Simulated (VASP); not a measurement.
A run of VASP 6.6.1 is set up as follows.

The input INCAR:

```
ALGO = Normal
EDIFF = 1E-8
ENCUT = 520
GGA = PE
ISIF = 2
ISMEAR = 0
LASPH = True
LCHARG = False
LEPSILON = True
LREAL = False
LWAVE = False
NELM = 80
PREC = Accurate
SIGMA = 0.01
```

File KPOINTS:

```
k-points
0
Gamma
  4 4 8
```

File POSCAR:

```
La2O3
1.0
    6.2667802772      0.0000000000      0.0000000000
   -3.1333901386      5.4271909200      0.0000000000
    0.0000000000      0.0000000000      3.2997660000
La O
2 3
Direct
    0.6666666667      0.3333333333      0.5000000000
    0.3333333333      0.6666666667      0.5000000000
    0.5080139900      0.0000000000      0.0000000000
    0.0000000000      0.5080139900      0.0000000000
    0.4919860100      0.4919860100      0.0000000000
```

Potentials or basis: VASP PAW PBE potentials, release 64 (La, O).

Launch:

```bash
$ cat potpaw_PBE.64/La/POTCAR potpaw_PBE.64/O/POTCAR > POTCAR
$ mpirun -np 1 vasp_std > vasp.out
```

Q: What does it give for the electronic dielectric tensor (diagonal)?

A: 3.40, 3.40, 4.34.

Q: What does it give for the Born charges (mean of the diagonal)?

A: La +3.99; O -2.66 e.

Q: Predict the band gap on the k mesh.

A: 1.54 eV, indirect (least direct gap 2.05 eV).

Born effective charge tensors (e):
atom 1, La
```
 3.47  0.03  0.00
-0.03  3.47  0.00
 0.00  0.00  5.05
```
atom 2, La
```
 3.47 -0.03  0.00
 0.03  3.47  0.00
 0.00  0.00  5.05
```
atom 3, O
```
-0.83  0.00  0.00
 0.00 -3.79  0.00
 0.00  0.00 -3.36
```
atom 4, O
```
-3.05 -1.28  0.00
-1.28 -1.57  0.00
 0.00  0.00 -3.36
```
atom 5, O
```
-3.05  1.28  0.00
 1.28 -1.57  0.00
 0.00  0.00 -3.36
```

Caveat: spin-orbit coupling is left out, which moves the levels of the heavy elements. PBE gaps usually lie below the measured ones, often by a third to a half.
